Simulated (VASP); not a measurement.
A run of VASP 6.6.1:

The input INCAR:

```
SYSTEM = PrBe3Si
PREC = Accurate ; ENCUT = 600
EDIFF = 1E-7 ; ISMEAR = 0
SIGMA = 0.1 ; LREAL = .FALSE.
LASPH = .TRUE. ; NELM = 200
ALGO = Normal ; ISIF = 4
LWAVE = .FALSE. ; LCHARG = .FALSE.
GGA = PE ; IBRION = 2
NSW = 50 ; EDIFFG = -0.01
GGA_COMPAT = .FALSE. ; NELMIN = 4
LMAXMIX = 6
```

Contents of KPOINTS:

```
Automatic mesh
0
G
  12 12 12
  0 0 0
```

Contents of POSCAR:

```
PrBe3Si
1.0
   -1.9339884430      1.9339884430      4.6177268804
    1.9339884430     -1.9339884430      4.6177268804
    1.9339884430      1.9339884430     -4.6177268804
Pr Be Si
1 3 1
Direct
    0.0208956451      0.0208956451      0.0000000000
    0.3949246839      0.3949246839      0.0000000000
    0.2765466863      0.7765466863      0.5000000000
    0.7765466863      0.2765466863      0.5000000000
    0.6460863086      0.6460863086      0.0000000000
```

Potentials or basis: VASP PAW PBE potentials, release 64 (Pr_3, Be, Si), 4f in core.

Launch:

```console
$ cat potpaw_PBE.64/Pr_3/POTCAR potpaw_PBE.64/Be/POTCAR potpaw_PBE.64/Si/POTCAR > POTCAR
$ mpirun -np 1 vasp_std > vasp.out
```

Hardware: 1 thread of AMD EPYC 7R43 64-Core Processor (Zen 3), on a shared host.

Question: How long does it take, and how much memory?

Answer: Run time: 17 min on 1 thread of AMD EPYC 7R43 64-Core Processor (Zen 3), on a shared host, peak memory 0.47 GiB. Counts: scf iterations 37, k points 163, ion steps 6.
